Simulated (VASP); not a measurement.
# YAlC4N4 (P-43m) in VASP: a series of runs

The runs below take YAlC4N4 through single point, with PBE.

Program: VASP 6.6.1. These are calculated values, not measurements. Logs are shortened: lines on timing, memory, paths and dates and some standing lists are left out, and cuts for length are marked.

## Step 1: The cell of the first run

It takes space group P-43m (No. 215, cubic). The conventional cell has a = 6.068 Å, b = 6.068 Å, c = 6.068 Å, α = 90.00°, β = 90.00°, γ = 90.00°. Y (site symmetry -43m) has 4 N at 2.21 Å within 2.9 Å. Al (site symmetry -43m) has 4 C at 1.87 Å within 2.5 Å. Within 1.6 Å of C (site symmetry 3m) lie 1 N at 1.17 Å. N (site symmetry 3m) has 1 C at 1.17 Å within 1.6 Å.

## Step 2: Single point, PBE

File INCAR:

```
SYSTEM = YAlC4N4
PREC = Accurate
ENCUT = 520
EDIFF = 1E-6
ISMEAR = 0
SIGMA = 0.1
LREAL = .False.
LASPH = .True.
NELM = 100
ALGO = Normal
ISIF = 2
LWAVE = .False.
LCHARG = .False.
GGA = PE
NBANDS = 36
```

File KPOINTS:

```
regular mesh
0
Gamma
  4 4 4
  0 0 0
```

File POSCAR:

```
YAlC4N4
1.0
    6.0679513300      0.0000000000      0.0000000000
    0.0000000000      6.0679513300      0.0000000000
    0.0000000000      0.0000000000      6.0679513300
Y Al C N
1 1 4 4
Direct
    0.5000000000      0.5000000000      0.5000000000
    0.0000000000      0.0000000000      0.0000000000
    0.1784015200      0.1784015200      0.1784015200
    0.1784015200      0.8215984800      0.8215984800
    0.8215984800      0.1784015200      0.8215984800
    0.8215984800      0.8215984800      0.1784015200
    0.2897240700      0.2897240700      0.2897240700
    0.2897240700      0.7102759300      0.7102759300
    0.7102759300      0.2897240700      0.7102759300
    0.7102759300      0.7102759300      0.2897240700
```

Potentials or basis: VASP PAW PBE potentials, release 64 (Y_sv, Al, C, N).

Run with:

```sh
$ cat potpaw_PBE.64/Y_sv/POTCAR potpaw_PBE.64/Al/POTCAR potpaw_PBE.64/C/POTCAR potpaw_PBE.64/N/POTCAR > POTCAR
$ mpirun -np 1 vasp_std > vasp.out
```

OUTCAR:

```text
SYSTEM = YAlC4N4
   PREC = Accurate
   ENCUT = 520
   EDIFF = 1E-6
   ISMEAR = 0
   LREAL = .False.
   LASPH = .True.
   NELM = 100
   ISIF = 2
   GGA = PE

 ion  position               nearest neighbor table
   1  0.500  0.500  0.500-   7 2.21   8 2.21   9 2.21  10 2.21
   2  0.000  0.000  0.000-   3 1.87   4 1.87   5 1.87   6 1.87
   3  0.178  0.178  0.178-   7 1.17   2 1.87
   4  0.178  0.822  0.822-   8 1.17   2 1.87
   5  0.822  0.178  0.822-   9 1.17   2 1.87
   6  0.822  0.822  0.178-  10 1.17   2 1.87
   7  0.290  0.290  0.290-   3 1.17   1 2.21
   8  0.290  0.710  0.710-   4 1.17   1 2.21
   9  0.710  0.290  0.710-   5 1.17   1 2.21
  10  0.710  0.710  0.290-   6 1.17   1 2.21

  LATTYP: Found a simple cubic cell.
 ALAT       =     6.0679513300

  Lattice vectors:

 A1 = (   6.0679513300,   0.0000000000,   0.0000000000)
 A2 = (   0.0000000000,   6.0679513300,   0.0000000000)
 A3 = (   0.0000000000,   0.0000000000,   6.0679513300)

Analysis of symmetry for initial positions (statically):
=====================================================================
 Subroutine PRICEL returns:
 Original cell was already a primitive cell.

 Routine SETGRP: Setting up the symmetry group for a
 simple cubic supercell.

 Subroutine GETGRP returns: Found 24 space group operations
 (whereof 24 operations were pure point group operations)
 out of a pool of 48 trial point group operations.

The static configuration has the point symmetry T_d .

Analysis of symmetry for dynamics (positions and initial velocities):
=====================================================================
 Subroutine PRICEL returns:
 Original cell was already a primitive cell.

 Routine SETGRP: Setting up the symmetry group for a
 simple cubic supercell.

 Subroutine GETGRP returns: Found 24 space group operations
 (whereof 24 operations were pure point group operations)
 out of a pool of 48 trial point group operations.

The dynamic configuration has the point symmetry T_d .

 Subroutine INISYM returns: Found 24 space group operations
 (whereof 24 operations are pure point group operations),
 and found     1 'primitive' translations

----------------------------------------------------------------------------------------

                                     Primitive cell

  volume of cell :     223.4222

  direct lattice vectors                    reciprocal lattice vectors
     6.067951330  0.000000000  0.000000000     0.164800267  0.000000000  0.000000000
     0.000000000  6.067951330  0.000000000     0.000000000  0.164800267  0.000000000
     0.000000000  0.000000000  6.067951330     0.000000000  0.000000000  0.164800267

  length of vectors
     6.067951330  6.067951330  6.067951330     0.164800267  0.164800267  0.164800267

  position of ions in fractional coordinates (direct lattice)
     0.500000000  0.500000000  0.500000000
     0.000000000  0.000000000  0.000000000
     0.178401520  0.178401520  0.178401520
     0.178401520  0.821598480  0.821598480
     0.821598480  0.178401520  0.821598480
     0.821598480  0.821598480  0.178401520
     0.289724070  0.289724070  0.289724070
     0.289724070  0.710275930  0.710275930
     0.710275930  0.289724070  0.710275930
     0.710275930  0.710275930  0.289724070

  ion indices of the primitive-cell ions
   primitive index   ion index
                 1           1
                 2           2
                 3           3
                 4           4
                 5           5
                 6           6
                 7           7
                 8           8
                 9           9
                10          10

----------------------------------------------------------------------------------------

 KPOINTS: regular mesh

Automatic generation of k-mesh.
 Grid dimensions read from file:
 generate k-points for:    4    4    4

 Generating k-lattice:

  Cartesian coordinates                     Fractional coordinates (reciprocal lattice)
     0.041200067  0.000000000  0.000000000     0.250000000  0.000000000  0.000000000
     0.000000000  0.041200067  0.000000000     0.000000000  0.250000000  0.000000000
     0.000000000  0.000000000  0.041200067     0.000000000  0.000000000  0.250000000

  Length of vectors
     0.041200067  0.041200067  0.041200067

  Shift w.r.t. Gamma in fractional coordinates (k-lattice)
     0.000000000  0.000000000  0.000000000

 Subroutine IBZKPT returns following result:
 ===========================================

 Found     10 irreducible k-points:

 Following reciprocal coordinates:
            Coordinates               Weight
  0.000000  0.000000  0.000000      1.000000
  0.250000  0.000000  0.000000      6.000000
  0.500000  0.000000  0.000000      3.000000
  0.250000  0.250000  0.000000     12.000000
  0.500000  0.250000  0.000000     12.000000
  0.500000  0.500000  0.000000      3.000000
  0.250000  0.250000  0.250000      8.000000
  0.500000  0.250000  0.250000     12.000000
  0.500000  0.500000  0.250000      6.000000
  0.500000  0.500000  0.500000      1.000000
   k-points           NKPTS =     10   k-points in BZ     NKDIM =     10   number of bands    NBANDS=     36
   number of dos      NEDOS =    301   number of ions     NIONS =     10
   total plane-waves  NPLWV = 110592
   dimension x,y,z NGX =    48 NGY =   48 NGZ =   48
   dimension x,y,z NGXF=    96 NGYF=   96 NGZF=   96
   ions per type =               1   1   4   4
   NGX,Y,Z   is equivalent  to a cutoff of  13.15, 13.15, 13.15 a.u.
   NGXF,Y,Z  is equivalent  to a cutoff of  26.30, 26.30, 26.30 a.u.
 SYSTEM =  YAlC4N4
   PREC   = accura    normal or accurate (medium, high low for compatibility)
   ISTART =      0    job   : 0-new  1-cont  2-samecut
   ICHARG =      2    charge: 1-file 2-atom 10-const
   ISPIN  =      1    spin polarized calculation?
   LNONCOLLINEAR =      F non collinear calculations
   LSORBIT =      F    spin-orbit coupling
   LASPH  =      T    aspherical Exc in radial PAW
   ENCUT  =  520.0 eV  38.22 Ry    6.18 a.u.  11.28 11.28 11.28*2*pi/ulx,y,z
   NELM   =    100;   NELMIN=  2; NELMDL= -5     # of ELM steps
   EDIFF  = 0.1E-05   stopping-criterion for ELM
   LREAL  =      F    real-space projection
   EDIFFG = 0.1E-04   stopping-criterion for IOM
   NSW    =      0    number of steps for IOM
   IBRION =     -1    ionic relax: 0-MD 1-quasi-New 2-CG
   NFREE  =      0    steps in history (QN), initial steepest desc. (CG)
   ISIF   =      2    stress and relaxation
   ISYM   =      2    0-nonsym 1-usesym 2-fastsym
   POTIM  = 0.5000    time-step for ionic-motion
   TEBEG  =    0.0;   TEEND  =   0.0 temperature during run
   PSTRESS=    0.0 pullay stress
   NELECT =      50.0000    total number of electrons
   NUPDOWN=      -1.0000    fix difference up-down
   EMIN   =  10.00;   EMAX   =-10.00  energy-range for DOS
   EFERMI =   0.00;   METHOD = LEGACY
   ISMEAR =     0;   SIGMA  =   0.10  broadening in eV -4-tet -1-fermi 0-gaus
   EFERMI_NEDOS =   21; number of points for ismear=-14 and -15
   IALGO  =     38    algorithm
   IMIX   =      4    mixing-type and parameters
     AMIX     =   0.40;   BMIX     =  1.00
     AMIX_MAG =   1.60;   BMIX_MAG =  1.00
  volume/ion in A,a.u.               =      22.34       150.77
  Fermi-wavevector in a.u.,A,eV,Ry     =   0.993931  1.878257 13.441170  0.987898
  Thomas-Fermi vector in A             =   2.125847
   LORBIT       =      0    0 simple, 1 ext, 2 COOP (PROOUT), +10 PAW based schemes
   GGA     = PE    functional components
   LHFCALC =     F    Hartree Fock is set to
   AEXX    =    0.0000 exact exchange contribution
   IVDW    =     0    specifies the selected vdW correction
   LEPSILON=     F    determine dielectric tensor
   LRPA    =     F    only Hartree local field effects (RPA)
 non-spin polarized calculation
 Gauss-broadening in eV      SIGMA  =   0.10
  energy-cutoff  :      520.00
  volume of cell :      223.42
 maximum number of plane-waves:      6062
 NGX is ok and might be reduce to    48
   NGX = 23   NGY = 23   NGZ = 23

 number of electron      50.0000007 magnetization

 Free energy of the ion-electron system (eV)
  ---------------------------------------------------
  ext. energy  EPLUGINS =         0.00000000
  ---------------------------------------------------
  free energy    TOTEN  =       -79.31279786 eV

  energy without entropy =      -79.25147069  energy(sigma->0) =      -79.28213427

 E-fermi :   1.5531     XC(G=0):  -6.8913

 val. band max:        1.5387641378   @ k =   0.2500   0.2500   0.2500
 cond. band min:       1.5718251098   @ k =   0.0000   0.0000   0.0000
 fundamental gap:      0.0330609720
 Fermi energy:         1.5531345781

 k-point     1 :       0.0000    0.0000    0.0000
  band No.  band energies     occupation
      1     -41.8189      2.00000
      2     -22.0727      2.00000
      3     -22.0727      2.00000
      4     -22.0727      2.00000
      5     -18.4054      2.00000
      6     -18.2267      2.00000
[... 28 lines left out ...]
     35       5.2367      0.00000
     36       5.7006      0.00000

 k-point     2 :       0.2500    0.0000    0.0000
  band No.  band energies     occupation
      1     -41.8189      2.00000
      2     -22.0734      2.00000
      3     -22.0726      2.00000
      4     -22.0726      2.00000
      5     -18.3845      2.00000
      6     -18.2472      2.00000
[... 28 lines left out ...]
     35       5.5923      0.00000
     36       5.9302      0.00000
[... 271 lines left out ...]
     35       5.3033      0.00000
     36       5.3033      0.00000

 k-point    10 :       0.5000    0.5000    0.5000
  band No.  band energies     occupation
      1     -41.8189      2.00000
      2     -22.0735      2.00000
      3     -22.0735      2.00000
      4     -22.0735      2.00000
      5     -18.3646      2.00000
      6     -18.2389      2.00000
[... 28 lines left out ...]
     35       4.6670      0.00000
     36       5.5491      0.00000

------------------------ aborting loop because EDIFF is reached ----------------------------------------

  FORCE on cell =-STRESS in cart. coord.  units (eV):
  Direction    XX          YY          ZZ          XY          YZ          ZX
  --------------------------------------------------------------------------------------
  -------------------------------------------------------------------------------------
  Total        8.7986713      8.7986713      8.7986713     -0.0000000      0.0000000     -0.0000000
  in kB       63.0959395     63.0959395     63.0959395     -0.0000000      0.0000000     -0.0000000
  external PRESSURE =      63.0959395 kB  Pullay stress =       0.0000000 kB

 VOLUME and BASIS-vectors are now :
 -----------------------------------------------------------------------------
  energy-cutoff  :      520.00
  volume of cell :      223.42
      direct lattice vectors                 reciprocal lattice vectors
     6.067951330  0.000000000  0.000000000     0.164800267  0.000000000  0.000000000
     0.000000000  6.067951330  0.000000000     0.000000000  0.164800267  0.000000000
     0.000000000  0.000000000  6.067951330     0.000000000  0.000000000  0.164800267

 POSITION                                       TOTAL-FORCE (eV/Angst)
 -----------------------------------------------------------------------------------
      3.03398      3.03398      3.03398         0.000000      0.000000     -0.000000
      0.00000      0.00000      0.00000         0.000000      0.000000      0.000000
      1.08253      1.08253      1.08253        -0.286506     -0.286506     -0.286506
      1.08253      4.98542      4.98542        -0.286506      0.286506      0.286506
      4.98542      1.08253      4.98542         0.286506     -0.286506      0.286506
      4.98542      4.98542      1.08253         0.286506      0.286506     -0.286506
      1.75803      1.75803      1.75803         0.852078      0.852078      0.852078
      1.75803      4.30992      4.30992         0.852078     -0.852078     -0.852078
      4.30992      1.75803      4.30992        -0.852078      0.852078     -0.852078
      4.30992      4.30992      1.75803        -0.852078     -0.852078      0.852078
 -----------------------------------------------------------------------------------
    total drift:                                0.000000      0.000000      0.000000

  FREE ENERGIE OF THE ION-ELECTRON SYSTEM (eV)
  ---------------------------------------------------
  free  energy   TOTEN  =       -79.3127978627 eV

  energy  without entropy=      -79.2514706858  energy(sigma->0) =      -79.28213427
```

Run time: 89 s. Hardware: 1 thread of Oxide Virtual Turin-like, shared host; peak memory 0.33 GiB.

Results:

* Free energy: -79.3128 eV
* Pressure: 6.3 GPa
* Largest force: 1.476 eV/Å
* Band gap on the k mesh: zero (band 25 reaches 1.58 eV, above the bottom of band 26 at 1.43 eV)

Forces on the atoms (eV/Å):
```
Y    0.000  0.000  0.000
Al   0.000  0.000  0.000
C   -0.287 -0.287 -0.287
C   -0.287  0.287  0.287
C    0.287 -0.287  0.287
C    0.287  0.287 -0.287
N    0.852  0.852  0.852
N    0.852 -0.852 -0.852
N   -0.852  0.852 -0.852
N   -0.852 -0.852  0.852
```

Caveat: forces of over 1 eV/Å act on the atoms, so gaps and moduli don't describe the material at rest.

## Step 3: Single point, PBE

This run uses another cell than the first one, of 24.20 Å³/atom, 1.083 times its volume.

File INCAR:

```
SYSTEM = YAlC4N4
ALGO = Normal
EDIFF = 1E-6
ENCUT = 520
GGA = PE
ISIF = 2
ISMEAR = 0
LASPH = .TRUE.
LCHARG = .FALSE.
LREAL = .FALSE.
LWAVE = .FALSE.
NBANDS = 36
NELM = 80
PREC = Accurate
SIGMA = 0.1
```

File KPOINTS:

```
k-points
0
G
  4 4 4
  0 0 0
```

File POSCAR:

```
YAlC4N4
1.0
    6.2314446361      0.0000000000      0.0000000000
    0.0000000000      6.2314446361      0.0000000000
    0.0000000000      0.0000000000      6.2314446361
Y Al C N
1 1 4 4
Direct
    0.5000000000      0.5000000000      0.5000000000
    0.0000000000      0.0000000000      0.0000000000
    0.1814141411      0.1814141411      0.1814141411
    0.1814141411      0.8185858589      0.8185858589
    0.8185858589      0.1814141411      0.8185858589
    0.8185858589      0.8185858589      0.1814141411
    0.2911421260      0.2911421260      0.2911421260
    0.2911421260      0.7088578740      0.7088578740
    0.7088578740      0.2911421260      0.7088578740
    0.7088578740      0.7088578740      0.2911421260
```

Potentials or basis: VASP PAW PBE potentials, release 64 (Y_sv, Al, C, N).

Run with:

```sh
$ cat potpaw_PBE.64/Y_sv/POTCAR potpaw_PBE.64/Al/POTCAR potpaw_PBE.64/C/POTCAR potpaw_PBE.64/N/POTCAR > POTCAR
$ mpirun -np 1 vasp_std > vasp.out
```

It took 2.3 min on 1 thread of Oxide Virtual Turin-like, shared host; peak memory 0.35 GiB.

The run converged. Its results:

| Quantity | Value |
| --- | --- |
| Free energy | -79.6897 eV |
| Pressure | 0.5 GPa |
| Largest force | 0.325 eV/Å |
| Band gap on the k mesh | zero (band 25 reaches 1.29 eV, above the bottom of band 26 at 1.14 eV) |

Forces in eV/Å, atoms in the order of the input:
```
Y    0.000  0.000  0.000
Al   0.000  0.000  0.000
C   -0.188 -0.188 -0.188
C   -0.188  0.188  0.188
C    0.188 -0.188  0.188
C    0.188  0.188 -0.188
N    0.183  0.183  0.183
N    0.183 -0.183 -0.183
N   -0.183  0.183 -0.183
N   -0.183 -0.183  0.183
```

Levels at points of the mesh, in eV from the Fermi level:
| k point | band 23 | band 24 | band 25 | band 26 | band 27 | band 28 |
| --- | --- | --- | --- | --- | --- | --- |
| (0.00, 0.00, 0.00) | -5.70 | -5.70 | -0.11 | -0.11 | -0.11 | 0.05 |
| (0.50, 0.00, 0.00) | -5.78 | -5.78 | -0.19 | 0.36 | 0.36 | 0.55 |
| (0.50, 0.50, 0.00) | -5.78 | -5.78 | -0.17 | 0.56 | 0.75 | 0.75 |
| (0.50, 0.50, 0.50) | -5.71 | -5.71 | 0.05 | 0.05 | 0.44 | 0.44 |
